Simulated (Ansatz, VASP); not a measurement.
**One calculation of NiSb, two programs**

```
Sb Ni
1.0
     3.92800    0.00000    0.00000
    -1.96400    3.40175    0.00000
     0.00000    0.00000    5.12000
Sb Ni
2 2
Direct
  0.66667 0.33333 0.75000
  0.33333 0.66667 0.25000
  0.00000 0.00000 0.50000
  0.00000 0.00000 0.00000
```

Alike in both runs: task single point; functional PBEsol; k mesh 8 × 8 × 5; occupations fermi-dirac, width 0.05 eV; collinear spin.

|  | VASP | Ansatz |
| --- | --- | --- |
| version | VASP 6.6.1 | Ansatz 0.2.0 |
| potentials or method | VASP PAW PBE potentials, release 64 (Sb, Ni), cutoff 520 eV | all-electron LAPW, scalar-relativistic |

VASP gave:

```
gap on the k mesh at the Fermi level (eV)                     : none
pressure (GPa)                                                : -2.0
traceless stress, the component that is largest in VASP (GPa) : -0.48
net moment per atom (μB)                                      : 0.00
```

Which values does Ansatz return?

gap on the k mesh at the Fermi level (eV): none; pressure (GPa): -2.0; traceless stress, the component that is largest in VASP (GPa): -0.58; net moment per atom (μB): 0.00.

VASP's potentials were made for PBE, not for PBEsol. A gap of «none» marks a metal or a gap that the smearing closes. Ansatz ran all-electron here, and VASP with PAW potentials.

Neither program's run includes spin-orbit coupling.
